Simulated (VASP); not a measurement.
Crystal: As.

```
As
1.0
     1.88306    1.08719    3.95767
    -1.88306    1.08719    3.95767
     0.00000   -2.17437    3.95767
As
2
Direct
  0.22229 0.22229 0.22229
  0.77771 0.77771 0.77771
```

- Program: VASP 6.6.1
- Task: relaxation of shape and atoms at fixed volume
- Functional: r2SCAN
- Potentials or basis: VASP PAW PBE potentials, release 64 (As)
- Cutoff: 600 eV
- k mesh: 14 × 14 × 14
- Occupations: gaussian, width 0.05 eV
- Spin: no spin polarisation

At the start: pressure -2.4 GPa; volume 24.31 Å³/atom.

How do energy, volume and symmetry change on relaxing?

Over 5 steps the energy falls by 9.7 meV/atom; space group R-3m (No. 166, to 0.1 Å) before and after.

The path:
| step | energy change (eV) | largest force (eV/Å) | pressure (GPa) | volume (Å³) |
| --- | --- | --- | --- | --- |
| 1 | 0.0000 | 0.3165 | -2.39 | 48.61 |
| 2 | -0.0072 | 0.0323 | -1.56 | 48.61 |
| 3 | -0.0078 | 0.0735 | -1.25 | 48.61 |
| 4 | -0.0121 | 0.0646 | -0.91 | 48.61 |
| 5 | -0.0193 | 0.0216 | 0.18 | 48.61 |

Final structure:
```cif
data_structure
_symmetry_space_group_name_H-M 'P 1'
_symmetry_Int_Tables_number 1
_cell_length_a 4.6634
_cell_length_b 4.6634
_cell_length_c 4.6634
_cell_angle_alpha 46.435
_cell_angle_beta 46.435
_cell_angle_gamma 46.435
_cell_volume 48.61
loop_
_atom_site_label
_atom_site_type_symbol
_atom_site_fract_x
_atom_site_fract_y
_atom_site_fract_z
_atom_site_occupancy
As1 As 0.21969 0.21969 0.21969 1
As2 As 0.78031 0.78031 0.78031 1
```

Where two steps share one volume, the run began anew on that cell with a basis built for it.

Caveat: the PAW data sets were made with another functional, which shifts forces and pressure a little.
